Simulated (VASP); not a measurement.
# SiC (P6_3mc) in VASP: single point with PBE

Aim: the single point of SiC with PBE.

All numbers are computed with VASP 6.6.1; they aren't measurements. Logs are shortened: lines on timing, memory, paths and dates and some standing lists are left out, and cuts for length are marked.

### 1 The cell of the first run

The structure is hexagonal, space group P6_3mc (No. 186). The conventional cell has a = 3.094 Å, b = 3.094 Å, c = 10.129 Å, α = 90.00°, β = 90.00°, γ = 120.00°. Within 2.5 Å of Si (site symmetry 3m) lie 4 C at 1.90 Å. Within 2.5 Å of Si (site symmetry 3m) lie 4 C at 1.89 to 1.90 Å. Within 2.5 Å of C (site symmetry 3m) lie 4 Si at 1.89 to 1.90 Å. C (site symmetry 3m) has 4 Si at 1.90 Å within 2.5 Å.

### 2 Single point, PBE

INCAR

```
PREC     = Accurate       # precision mode
ENCUT    = 520            # plane-wave cutoff, eV
EDIFF    = 1E-6           # SCF threshold, eV
ISMEAR   = 0              # smearing method
SIGMA    = 0.01           # smearing width, eV
LREAL    = Auto         
LASPH    = T              # aspherical terms in the spheres
NELM     = 60             # most SCF steps
ALGO     = Normal         # electronic algorithm
ISIF     = 2              # what is computed and relaxed
LWAVE    = F              # write WAVECAR
LCHARG   = F              # write CHGCAR
GGA      = PE             # functional
NBANDS   = 166            # bands
```

KPOINTS

```
Automatic mesh
0
Gamma
  2 2 2
  0.5 0.5 0.5
```

POSCAR

```
SiC
1.0
    6.1882403604     -5.3591733670      0.0000000000
   -6.1882403705     -5.3591733554      0.0000000000
    0.0000000000      0.0000000000    -10.1293391975
Si C
32 32
Direct
    0.6666666667      0.6666666667      0.0621558118
    0.2916666667      0.5416666667      0.0621558118
    0.9166666667      0.4166666667      0.0621558118
    0.5416666667      0.2916666667      0.0621558118
    0.1666666667      0.1666666667      0.0621558118
    0.7916666667      0.0416666667      0.0621558118
    0.4166666667      0.9166666667      0.0621558118
    0.0416666667      0.7916666667      0.0621558118
    0.4583333333      0.7083333333      0.5621558118
    0.0833333333      0.5833333333      0.5621558118
    0.7083333333      0.4583333333      0.5621558118
    0.3333333333      0.3333333333      0.5621558118
    0.9583333333      0.2083333333      0.5621558118
    0.5833333333      0.0833333333      0.5621558118
    0.2083333333      0.9583333333      0.5621558118
    0.8333333333      0.8333333333      0.5621558118
    0.6250000000      0.8750000000      0.3121004438
    0.2500000000      0.7500000000      0.3121004438
    0.8750000000      0.6250000000      0.3121004438
    0.5000000000      0.5000000000      0.3121004438
    0.1250000000      0.3750000000      0.3121004438
    0.7500000000      0.2500000000      0.3121004438
    0.3750000000      0.1250000000      0.3121004438
    1.0000000000      1.0000000000      0.3121004438
    0.5000000000      0.5000000000      0.8121004438
    0.1250000000      0.3750000000      0.8121004438
    0.7500000000      0.2500000000      0.8121004438
    0.3750000000      0.1250000000      0.8121004438
    0.0000000000      0.0000000000      0.8121004438
    0.6250000000      0.8750000000      0.8121004438
    0.2500000000      0.7500000000      0.8121004438
    0.8750000000      0.6250000000      0.8121004438
    0.6666666667      0.6666666667      0.2501925541
    0.2916666667      0.5416666667      0.2501925541
    0.9166666667      0.4166666667      0.2501925541
    0.5416666667      0.2916666667      0.2501925541
    0.1666666667      0.1666666667      0.2501925541
    0.7916666667      0.0416666667      0.2501925541
    0.4166666667      0.9166666667      0.2501925541
    0.0416666667      0.7916666667      0.2501925541
    0.4583333333      0.7083333333      0.7501925541
    0.0833333333      0.5833333333      0.7501925541
    0.7083333333      0.4583333333      0.7501925541
    0.3333333333      0.3333333333      0.7501925541
    0.9583333333      0.2083333333      0.7501925541
    0.5833333333      0.0833333333      0.7501925541
    0.2083333333      0.9583333333      0.7501925541
    0.8333333333      0.8333333333      0.7501925541
    0.5000000000      0.5000000000      0.4995521904
    0.1250000000      0.3750000000      0.4995521904
    0.7500000000      0.2500000000      0.4995521904
    0.3750000000      0.1250000000      0.4995521904
    0.0000000000      0.0000000000      0.4995521904
    0.6250000000      0.8750000000      0.4995521904
    0.2500000000      0.7500000000      0.4995521904
    0.8750000000      0.6250000000      0.4995521904
    0.6250000000      0.8750000000      0.9995521904
    0.2500000000      0.7500000000      0.9995521904
    0.8750000000      0.6250000000      0.9995521904
    0.5000000000      0.5000000000      0.9995521904
    0.1250000000      0.3750000000      0.9995521904
    0.7500000000      0.2500000000      0.9995521904
    0.3750000000      0.1250000000      0.9995521904
    1.0000000000      1.0000000000      0.9995521904
```

Potentials or basis: VASP PAW PBE potentials, release 64 (Si, C).

Command:

```console
> cat potpaw_PBE.64/Si/POTCAR potpaw_PBE.64/C/POTCAR > POTCAR
> mpirun -np 1 vasp_std > vasp.out
```

OUTCAR:

```text
PREC = Accurate
   ENCUT = 520
   EDIFF = 1E-6
   ISMEAR = 0
   LREAL = Auto
   LASPH = T
   NELM = 60
   ISIF = 2
   GGA = PE

 ion  position               nearest neighbor table
   1  0.667  0.667  0.062-  59 1.90  57 1.90  60 1.90  33 1.90   2 3.09   8 3.09   7 3.09   3 3.09
                             4 3.09   6 3.09  19 3.10  17 3.10  20 3.10  32 3.10  30 3.10  25 3.10
   2  0.292  0.542  0.062-  60 1.90  58 1.90  61 1.90  34 1.90   1 3.09   3 3.09   4 3.09   8 3.09
                             7 3.09   5 3.09  20 3.10  18 3.10  21 3.10  25 3.10  31 3.10  26 3.10
   3  0.917  0.417  0.062-  61 1.90  59 1.90  62 1.90  35 1.90   2 3.09   4 3.09   1 3.09   5 3.09
                             6 3.09   8 3.09  21 3.10  19 3.10  22 3.10  26 3.10  32 3.10  27 3.10
   4  0.542  0.292  0.062-  62 1.90  60 1.90  63 1.90  36 1.90   3 3.09   5 3.09   2 3.09   6 3.09
                             1 3.09   7 3.09  22 3.10  20 3.10  23 3.10  27 3.10  25 3.10  28 3.10
   5  0.167  0.167  0.062-  63 1.90  61 1.90  64 1.90  37 1.90   4 3.09   6 3.09   3 3.09   7 3.09
                             2 3.09   8 3.09  23 3.10  21 3.10  24 3.10  28 3.10  26 3.10  29 3.10
   6  0.792  0.042  0.062-  64 1.90  62 1.90  57 1.90  38 1.90   5 3.09   7 3.09   4 3.09   8 3.09
                             1 3.09   3 3.09  24 3.10  22 3.10  17 3.10  29 3.10  27 3.10  30 3.10
   7  0.417  0.917  0.062-  57 1.90  63 1.90  58 1.90  39 1.90   6 3.09   8 3.09   1 3.09   5 3.09
                             4 3.09   2 3.09  17 3.10  23 3.10  18 3.10  30 3.10  28 3.10  31 3.10
   8  0.042  0.792  0.062-  58 1.90  64 1.90  59 1.90  40 1.90   1 3.09   7 3.09   6 3.09   2 3.09
                             3 3.09   5 3.09  18 3.10  24 3.10  19 3.10  31 3.10  29 3.10  32 3.10
   9  0.458  0.708  0.562-  55 1.90  49 1.90  54 1.90  41 1.90  10 3.09  16 3.09  15 3.09  11 3.09
[... 77 lines left out ...]
  63  0.375  0.125  1.000-   5 1.90   7 1.90   4 1.90  28 1.90
  64  0.000  0.000  1.000-   6 1.90   8 1.90   5 1.90  29 1.90

  LATTYP: Found a base centered orthorhombic cell.
 ALAT       =    10.7183467224
 B/A-ratio  =     1.1547005384
 C/A-ratio  =     0.9450467931

  Lattice vectors:

 A1 = (   6.1882403604,  -5.3591733670,   0.0000000000)
 A2 = (  -6.1882403705,  -5.3591733554,   0.0000000000)
 A3 = (   0.0000000000,   0.0000000000, -10.1293391975)

Analysis of symmetry for initial positions (statically):
=====================================================================
 Subroutine PRICEL returns following result:

  LATTYP: Found a hexagonal cell.
 ALAT       =     3.0941201827
 C/A-ratio  =     3.2737381224

  Lattice vectors:

 A1 = (  -1.5470600939,  -2.6795866792,   0.0000000000)
 A2 = (  -1.5470600888,   2.6795866821,   0.0000000000)
 A3 = (   0.0000000000,   0.0000000000, -10.1293391975)

   8 primitive cells build up your supercell.

 Routine SETGRP: Setting up the symmetry group for a
 base centered orthorhombic supercell.

 Subroutine GETGRP returns: Found  4 space group operations
 (whereof  2 operations were pure point group operations)
 out of a pool of  8 trial point group operations.

The static configuration has the point symmetry C_1h.
 The point group associated with its full space group is C_2v.

Analysis of symmetry for dynamics (positions and initial velocities):
=====================================================================
 Subroutine PRICEL returns following result:

  LATTYP: Found a hexagonal cell.
 ALAT       =     3.0941201827
 C/A-ratio  =     3.2737381224

  Lattice vectors:

 A1 = (  -1.5470600939,  -2.6795866792,   0.0000000000)
 A2 = (  -1.5470600888,   2.6795866821,   0.0000000000)
 A3 = (   0.0000000000,   0.0000000000, -10.1293391975)

   8 primitive cells build up your supercell.

 Routine SETGRP: Setting up the symmetry group for a
 base centered orthorhombic supercell.

 Subroutine GETGRP returns: Found  4 space group operations
 (whereof  2 operations were pure point group operations)
[... 67 lines left out ...]

 Found      2 irreducible k-points:

 Following reciprocal coordinates:
            Coordinates               Weight
  0.250000  0.250000  0.250000      4.000000
 -0.250000  0.250000  0.250000      4.000000
   k-points           NKPTS =      2   k-points in BZ     NKDIM =      2   number of bands    NBANDS=    166
   number of dos      NEDOS =    301   number of ions     NIONS =     64
   total plane-waves  NPLWV = 327680
   dimension x,y,z NGX =    64 NGY =   64 NGZ =   80
   dimension x,y,z NGXF=   128 NGYF=  128 NGZF=  160
   ions per type =              32  32
   NGX,Y,Z   is equivalent  to a cutoff of  13.00, 13.00, 13.13 a.u.
   NGXF,Y,Z  is equivalent  to a cutoff of  25.99, 25.99, 26.26 a.u.
 SYSTEM =  unknown system
   PREC   = accura    normal or accurate (medium, high low for compatibility)
   ISTART =      0    job   : 0-new  1-cont  2-samecut
   ICHARG =      2    charge: 1-file 2-atom 10-const
   ISPIN  =      1    spin polarized calculation?
   LNONCOLLINEAR =      F non collinear calculations
   LSORBIT =      F    spin-orbit coupling
   LASPH  =      T    aspherical Exc in radial PAW
   ENCUT  =  520.0 eV  38.22 Ry    6.18 a.u.  15.22 15.22 18.83*2*pi/ulx,y,z
   NELM   =     60;   NELMIN=  2; NELMDL= -5     # of ELM steps
   EDIFF  = 0.1E-05   stopping-criterion for ELM
   LREAL  =      T    real-space projection
   EDIFFG = 0.1E-04   stopping-criterion for IOM
   NSW    =      0    number of steps for IOM
   IBRION =     -1    ionic relax: 0-MD 1-quasi-New 2-CG
   NFREE  =      0    steps in history (QN), initial steepest desc. (CG)
   ISIF   =      2    stress and relaxation
   ISYM   =      2    0-nonsym 1-usesym 2-fastsym
   POTIM  = 0.5000    time-step for ionic-motion
   TEBEG  =    0.0;   TEEND  =   0.0 temperature during run
   PSTRESS=    0.0 pullay stress
   NELECT =     256.0000    total number of electrons
   NUPDOWN=      -1.0000    fix difference up-down
   EMIN   =  10.00;   EMAX   =-10.00  energy-range for DOS
   EFERMI =   0.00;   METHOD = LEGACY
   ISMEAR =     0;   SIGMA  =   0.01  broadening in eV -4-tet -1-fermi 0-gaus
   EFERMI_NEDOS =   21; number of points for ismear=-14 and -15
   IALGO  =     38    algorithm
   IMIX   =      4    mixing-type and parameters
     AMIX     =   0.40;   BMIX     =  1.00
     AMIX_MAG =   1.60;   BMIX_MAG =  1.00
  volume/ion in A,a.u.               =      10.50        70.84
  Fermi-wavevector in a.u.,A,eV,Ry     =   1.186851  2.242823 19.165368  1.408615
  Thomas-Fermi vector in A             =   2.323015
   LORBIT       =      0    0 simple, 1 ext, 2 COOP (PROOUT), +10 PAW based schemes
   GGA     = PE    functional components
   LHFCALC =     F    Hartree Fock is set to
   AEXX    =    0.0000 exact exchange contribution
   IVDW    =     0    specifies the selected vdW correction
   LEPSILON=     F    determine dielectric tensor
   LRPA    =     F    only Hartree local field effects (RPA)
 non-spin polarized calculation
 Gauss-broadening in eV      SIGMA  =   0.01
  energy-cutoff  :      520.00
  volume of cell :      671.86
 maximum number of plane-waves:     18088
 NGX is ok and might be reduce to    64
   NGX = 31   NGY = 31   NGZ = 37

 number of electron     256.0000013 magnetization

 Free energy of the ion-electron system (eV)
  ---------------------------------------------------
  ext. energy  EPLUGINS =         0.00000000
  ---------------------------------------------------
  free energy    TOTEN  =      -482.03369023 eV

  energy without entropy =     -482.03369023  energy(sigma->0) =     -482.03369023

 E-fermi :   7.9129     XC(G=0): -11.2899

 val. band max:        7.8058862639   @ k =   0.2500   0.2500   0.2500
 cond. band min:      10.7610657374   @ k =   0.2500   0.2500   0.2500
 fundamental gap:      2.9551794734
 Fermi energy:         7.9128972385

 k-point     1 :       0.2500    0.2500    0.2500
  band No.  band energies     occupation
      1      -7.0125      2.00000
      2      -6.4200      2.00000
      3      -6.2287      2.00000
      4      -6.2287      2.00000
      5      -5.6516      2.00000
      6      -5.6516      2.00000
[... 132 lines left out ...]
    139      12.1167      0.00000
    140      12.1167      0.00000

 k-point     2 :      -0.2500    0.2500    0.2500
  band No.  band energies     occupation
      1      -7.0790      2.00000
      2      -6.4854      2.00000
      3      -6.0366      2.00000
      4      -6.0366      2.00000
      5      -5.5364      2.00000
      6      -5.4642      2.00000
[... 132 lines left out ...]
    139      12.5399      0.00000
    140      12.6794      0.00000
 [bands above 140 left out]

------------------------ aborting loop because EDIFF is reached ----------------------------------------

  FORCE on cell =-STRESS in cart. coord.  units (eV):
  Direction    XX          YY          ZZ          XY          YZ          ZX
  --------------------------------------------------------------------------------------
  -------------------------------------------------------------------------------------
  Total       -0.1761483     -0.0803446     -0.3995926      0.0000000      0.0000000      0.0000000
  in kB       -0.4200615     -0.1915980     -0.9529101      0.0000000      0.0000000      0.0000000
  external PRESSURE =      -0.5215232 kB  Pullay stress =       0.0000000 kB

 VOLUME and BASIS-vectors are now :
 -----------------------------------------------------------------------------
  energy-cutoff  :      520.00
  volume of cell :      671.86
      direct lattice vectors                 reciprocal lattice vectors
     6.188240360 -5.359173367  0.000000000     0.080798413 -0.093297971  0.000000000
    -6.188240370 -5.359173355  0.000000000    -0.080798413 -0.093297971  0.000000000
     0.000000000  0.000000000-10.129339198     0.000000000  0.000000000 -0.098723123

 POSITION                                       TOTAL-FORCE (eV/Angst)
 -----------------------------------------------------------------------------------
     -0.00000     -7.14556     -0.62960         0.000000      0.000159     -0.001330
     -1.54706     -4.46598     -0.62960         0.000000      0.000159     -0.001330
      3.09412     -7.14556     -0.62960         0.000000      0.000159     -0.001330
      1.54706     -4.46598     -0.62960         0.000000      0.000159     -0.001330
     -0.00000     -1.78639     -0.62960         0.000000      0.000159     -0.001330
      4.64118     -4.46598     -0.62960         0.000000      0.000159     -0.001330
[... 56 lines left out ...]
      1.54706     -2.67959    -10.12480         0.000000      0.000009      0.000965
      0.00000      0.00000    -10.12480         0.000000      0.000009      0.000965
 -----------------------------------------------------------------------------------
    total drift:                                0.000000      0.000000      0.031396

  FREE ENERGIE OF THE ION-ELECTRON SYSTEM (eV)
  ---------------------------------------------------
  free  energy   TOTEN  =      -482.0336902347 eV

  energy  without entropy=     -482.0336902347  energy(sigma->0) =     -482.03369023
```

It took 13 min on 1 thread of AMD EPYC 7R13, shared host; peak memory 0.67 GiB.

What came out:

```
Free energy            : -482.0337 eV
Pressure               : -0.1 GPa
Band gap on the k mesh : 2.96 eV
```

Forces on the atoms (eV/Å):
```
Si   0.000  0.000 -0.001
Si   0.000  0.000 -0.001
Si   0.000  0.000 -0.001
Si   0.000  0.000 -0.001
Si   0.000  0.000 -0.001
Si   0.000  0.000 -0.001
Si   0.000  0.000 -0.001
Si   0.000  0.000 -0.001
Si   0.000  0.000 -0.001
Si   0.000  0.000 -0.001
Si   0.000  0.000 -0.001
Si   0.000  0.000 -0.001
Si   0.000  0.000 -0.001
Si   0.000  0.000 -0.001
Si   0.000  0.000 -0.001
Si   0.000  0.000 -0.001
Si   0.000 -0.001  0.000
Si   0.000 -0.001  0.000
Si   0.000 -0.001  0.000
Si   0.000 -0.001  0.000
Si   0.000 -0.001  0.000
Si   0.000 -0.001  0.000
Si   0.000 -0.001  0.000
Si   0.000 -0.001  0.000
Si   0.000  0.001  0.000
Si   0.000  0.001  0.000
Si   0.000  0.001  0.000
Si   0.000  0.001  0.000
Si   0.000  0.001  0.000
Si   0.000  0.001  0.000
Si   0.000  0.001  0.000
Si   0.000  0.001  0.000
C    0.000  0.003  0.000
C    0.000  0.003  0.000
C    0.000  0.003  0.000
C    0.000  0.003  0.000
C    0.000  0.003  0.000
C    0.000  0.003  0.000
C    0.000  0.003  0.000
C    0.000  0.003  0.000
C    0.000 -0.003  0.000
C    0.000 -0.003  0.000
C    0.000 -0.003  0.000
C    0.000 -0.003  0.000
C    0.000 -0.003  0.000
C    0.000 -0.003  0.000
C    0.000 -0.003  0.000
C    0.000 -0.003  0.000
C    0.000  0.000  0.001
C    0.000  0.000  0.001
C    0.000  0.000  0.001
C    0.000  0.000  0.001
C    0.000  0.000  0.001
C    0.000  0.000  0.001
C    0.000  0.000  0.001
C    0.000  0.000  0.001
C    0.000  0.000  0.001
C    0.000  0.000  0.001
C    0.000  0.000  0.001
C    0.000  0.000  0.001
C    0.000  0.000  0.001
C    0.000  0.000  0.001
C    0.000  0.000  0.001
C    0.000  0.000  0.001
```

Levels at points of the mesh, in eV from the valence-band top:
| k point | band 125 | band 126 | band 127 | band 128 | band 129 | band 130 | band 131 | band 132 |
| --- | --- | --- | --- | --- | --- | --- | --- | --- |
| (0.25, 0.25, 0.25) | -0.44 | -0.44 | -0.23 | 0.00 | 2.96 | 3.14 | 3.38 | 3.38 |

A k mesh can miss the band edges. As with any semilocal functional, this PBE gap is likely too small.
